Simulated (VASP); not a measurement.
A run of VASP 6.6.1:

INCAR

```
SYSTEM = Cu
PREC = Accurate
ENCUT = 520
EDIFF = 1E-7
ISMEAR = 0
SIGMA = 0.15
LREAL = .FALSE.
LASPH = .TRUE.
NELM = 80
ALGO = Fast
ISIF = 2
LWAVE = .FALSE.
LCHARG = .FALSE.
GGA = PE
NBANDS = 18
```

KPOINTS

```
regular mesh
0
G
  18 18 14
  0 0 0
```

The input POSCAR:

```
Cu
1.0
    0.0000000000     -1.8075000000     -1.8075000000
    0.0000000000      1.8075000000     -1.8075000000
    3.6150000000      0.0000000000      0.0000000000
Cu
2
Direct
    0.5000000000      0.5000000000      0.4170124481
    0.0000000000      0.0000000000      0.0829875519
```

Potentials or basis: VASP PAW PBE potentials, release 64 (Cu).

Command:

```bash
$ cat potpaw_PBE.64/Cu/POTCAR > POTCAR
$ mpirun -np 1 vasp_std > vasp.out
```

Hardware: 1 thread of Intel(R) Xeon(R) 6975P-C (Granite Rapids) (shared host).

Problem. Estimate the wall time of this run.

Solution. Run time: 100 s on 1 thread of Intel(R) Xeon(R) 6975P-C (Granite Rapids), with other jobs on the host, peak memory 0.25 GiB. Counts: scf iterations 22, k points 440.
